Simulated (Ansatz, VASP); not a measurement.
# One calculation of ReP2, two programs

The input INCAR:

```
SYSTEM = ReP2
  PREC = Accurate
  ENCUT = 600
  EDIFF = 1E-6
  ISMEAR = 0
  SIGMA = 0.1
  LREAL = .False.
  LASPH = .True.
  NELM = 80
  ALGO = Fast
  ISIF = 3
  LWAVE = .False.
  LCHARG = .False.
  GGA = PE
  IBRION = 2
  NSW = 100
  EDIFFG = -0.01
```

Contents of KPOINTS:

```
regular mesh
0
Gamma
  8 8 8
  0 0 0
```

Contents of POSCAR:

```
ReP2
1.0
   -3.4300163059      3.4300163059      2.8792556104
    3.4300163059     -3.4300163059      2.8792556104
    3.4300163059      3.4300163059     -2.8792556104
Re P
2 4
Direct
    0.7500000000      0.2500000000      0.5000000000
    0.2500000000      0.7500000000      0.5000000000
    0.0000000000      0.2426765927      0.2426765927
    0.0000000000      0.7573234073      0.7573234073
    0.2426765927      0.0000000000      0.2426765927
    0.7573234073      0.0000000000      0.7573234073
```

Input for Ansatz:

```yaml
crystal:
  lattice:
    - [-3.4300163059, 3.4300163059, 2.8792556104]
    - [3.4300163059, -3.4300163059, 2.8792556104]
    - [3.4300163059, 3.4300163059, -2.8792556104]
  atoms:
    - { symbol: Re, position: [0.75, 0.25, 0.5] }
    - { symbol: Re, position: [0.25, 0.75, 0.5] }
    - { symbol: P, position: [0.0, 0.2426765927, 0.2426765927] }
    - { symbol: P, position: [0.0, 0.7573234073, 0.7573234073] }
    - { symbol: P, position: [0.2426765927, 0.0, 0.2426765927] }
    - { symbol: P, position: [0.7573234073, 0.0, 0.7573234073] }
basis:
  ecutwfc: 420
kpoints:
  mp_grid: { grid: [8, 8, 8] }
hamiltonian:
  xc: pbe
scf:
  occupations: { method: gaussian, width: 0.1 }
output:
  forces: true
  stress: true
  eigenvalues: true
relax:
  adjacent_minimum: "off"
  f_tol: 0.01
  max_steps: 80
  cell: { stress_tol: 0.05 }
```

Alike in both runs: task relaxation of cell and atoms; functional PBE; k mesh 8 × 8 × 8; occupations gaussian, width 0.1 eV; no spin polarisation.

|  | VASP | Ansatz |
| --- | --- | --- |
| version | VASP 6.6.1 | Ansatz 0.2.0 |
| potentials or method | VASP PAW PBE potentials, release 64 (Re, P), cutoff 600 eV | scalar-relativistic, plane waves, PAW |
| valence electrons in the cell | 34 | 50 |

```tsv
	VASP	Ansatz	Ansatz less VASP
gap on the k mesh at the Fermi level, each at its own relaxed structure (eV)	none	none	-
relaxed volume (Å³/atom)	22.59	22.59	+0.004
relaxed length of the cell vector where the two differ most in proportion (Å)	5.641	5.642	+0.0007
```

A gap of «none» marks a metal or a gap that the smearing closes. VASP's potentials hold 34 valence electrons a cell and Ansatz's 50, so a difference there can come from the potentials and not from the codes.

Spin-orbit coupling is off throughout.
